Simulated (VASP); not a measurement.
**VPt3: single point with LDA**

Crystal: VPt3.

```
V Pt
1.0
     3.87000    0.00000    0.00000
     0.00000    3.87000    0.00000
     0.00000    0.00000    3.87000
V Pt
1 3
Direct
  0.99742 0.00000 0.00000
  0.00000 0.50000 0.50000
  0.50000 0.00000 0.50000
  0.50000 0.50000 0.00000
```

```yaml
Program: VASP 6.6.1
Task: single point
Functional: LDA
Potentials_or_basis: VASP PAW LDA potentials, release 64 (V_sv, Pt)
Cutoff: 520 eV
k_mesh: 6 × 6 × 6
Occupations: fermi-dirac, width 0.15 eV
Spin: collinear spin, ferromagnetic start
Starting_moments: "[1.5, 0.0, 0.0, 0.0] μB"
Dipole_correction: no
Further_INCAR_settings: ALGO = Normal; EDIFF = 1e-07; NBANDS = 34
```

* Pressure: -5.4 GPa
* Largest force: 0.038 eV/Å
* Net moment: 0.00 μB per cell
* Valence electrons inside the program's atomic spheres: V 11.42; Pt 9.45

Forces on the atoms (eV/Å):
```
V    0.038  0.000  0.000
Pt  -0.011  0.000  0.000
Pt  -0.013  0.000  0.000
Pt  -0.013  0.000  0.000
```

Levels at points of the mesh, in eV from the Fermi level:
Spin up:
```tsv
k point	band 17	band 18	band 19	band 20	band 21	band 22	band 23	band 24	band 25	band 26
(0.00, 0.00, 0.00)	-0.33	0.20	0.20	0.20	1.05	1.05	1.60	1.60	1.60	1.66
(0.50, 0.00, 0.00)	-2.59	-2.59	-2.47	-1.25	-0.43	-0.43	0.07	0.20	0.48	1.59
(0.00, 0.50, 0.00)	-2.59	-2.59	-2.47	-1.25	-0.43	-0.43	0.07	0.20	0.48	1.59
(0.50, 0.50, 0.00)	-3.06	-3.06	-2.43	-2.20	-2.15	-0.07	-0.07	-0.04	1.69	1.69
(0.00, 0.50, 0.50)	-3.06	-3.06	-2.43	-2.20	-2.15	-0.07	-0.07	-0.03	1.69	1.69
(0.50, 0.50, 0.50)	-0.88	-0.65	-0.65	-0.65	-0.29	-0.29	-0.29	0.97	0.97	0.97
```
Spin down:
| k point | band 17 | band 18 | band 19 | band 20 | band 21 | band 22 | band 23 | band 24 | band 25 | band 26 |
| --- | --- | --- | --- | --- | --- | --- | --- | --- | --- | --- |
| (0.00, 0.00, 0.00) | -0.33 | 0.20 | 0.20 | 0.20 | 1.05 | 1.05 | 1.60 | 1.60 | 1.60 | 1.66 |
| (0.50, 0.00, 0.00) | -2.59 | -2.59 | -2.47 | -1.25 | -0.43 | -0.43 | 0.07 | 0.20 | 0.48 | 1.59 |
| (0.00, 0.50, 0.00) | -2.59 | -2.59 | -2.47 | -1.25 | -0.43 | -0.43 | 0.07 | 0.20 | 0.48 | 1.59 |
| (0.50, 0.50, 0.00) | -3.06 | -3.06 | -2.43 | -2.20 | -2.15 | -0.07 | -0.07 | -0.04 | 1.69 | 1.69 |
| (0.00, 0.50, 0.50) | -3.06 | -3.06 | -2.43 | -2.20 | -2.15 | -0.07 | -0.07 | -0.04 | 1.69 | 1.69 |
| (0.50, 0.50, 0.50) | -0.88 | -0.65 | -0.65 | -0.65 | -0.29 | -0.29 | -0.29 | 0.97 | 0.97 | 0.97 |

Run time: 96 s on 1 thread of Intel(R) Xeon(R) 6975P-C (Granite Rapids), on a shared host, peak memory 0.23 GiB.

Caveat: the cell stands under tension; the moments typed at the start vanished in this run; spin-orbit coupling is left out, which moves the levels of the heavy elements.
